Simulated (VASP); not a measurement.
Set up this calculation in VASP 6.6.1, as the native input.

```yaml
Task: single point
Functional: PBE
Potentials_or_basis: VASP PAW PBE potentials, release 64 (Tm_3, Mg, C), 4f in core
Cutoff: 600 eV
k_mesh: 5 × 5 × 3
Occupations: gaussian, width 0.2 eV
Spin: no spin polarisation
Dipole_correction: no
Mended: yes
Further_INCAR_settings: ALGO = Normal; EDIFF = 1e-06; NBANDS = 22
```

The structure of Tm2MgC2 lies in POSCAR:

```
Tm2MgC2
1.0
    4.1568105124     -0.0000000029      0.0000000000
   -2.0784052537      3.5999035039      0.0000000000
    0.0000000000      0.0000000000      5.2248245660
Tm Mg C
2 1 2
Direct
    0.3333333333      0.6666666667      0.7174522244
    0.6666666667      0.3333333333      0.2825477756
    0.0000000000      0.0000000000      0.0000000000
    0.3333333333      0.6666666667      0.2236616369
    0.6666666667      0.3333333333      0.7763383631
```

The cell was built from a structure type or drawn by symmetry, and may not be a known phase.

One way to write it, as run:

INCAR

```
SYSTEM = Tm2MgC2
PREC     = Accurate       ! precision mode
ENCUT    = 600            ! plane-wave cutoff, eV
EDIFF    = 1E-6           ! SCF threshold, eV
ISMEAR   = 0              ! smearing method
SIGMA    = 0.2            ! smearing width, eV
LREAL    = .False.        ! projectors in reciprocal space
LASPH    = .True.         ! aspherical terms in the spheres
NELM     = 200            ! most SCF steps
ALGO     = Normal         ! electronic algorithm
ISIF     = 2              ! what is computed and relaxed
LWAVE    = .False.        ! write WAVECAR
LCHARG   = .False.        ! write CHGCAR
GGA      = PE             ! functional
NBANDS   = 22             ! bands
GGA_COMPAT= .False.      
LMAXMIX  = 6              ! l up to which the mixer works
```

KPOINTS

```
Automatic mesh
0
Gamma
  5 5 3
  0 0 0
```

Potentials or basis: VASP PAW PBE potentials, release 64 (Tm_3, Mg, C), 4f in core.

The run is started by

```bash
$ cat potpaw_PBE.64/Tm_3/POTCAR potpaw_PBE.64/Mg/POTCAR potpaw_PBE.64/C/POTCAR > POTCAR
$ mpirun -np 1 vasp_std > vasp.out
```

It gave:

| Property | Result |
| --- | --- |
| Pressure | 0.6 GPa |
| Largest force | 0.058 eV/Å |
| Band gap on the k mesh | zero (bands 14 and 15 overlap by 0.48 eV) |

Caveat: the k points lie up to 0.40 Å⁻¹ apart; spin-orbit coupling is left out, which moves the levels of the heavy elements; the 4f electrons are frozen in the core, so they carry no moment and show no levels.

Wall time 27 s on 1 thread of Intel(R) Xeon(R) Platinum 8259CL CPU @ 2.50GHz (Skylake/Cascade Lake), on a shared host, peak memory 0.23 GiB.
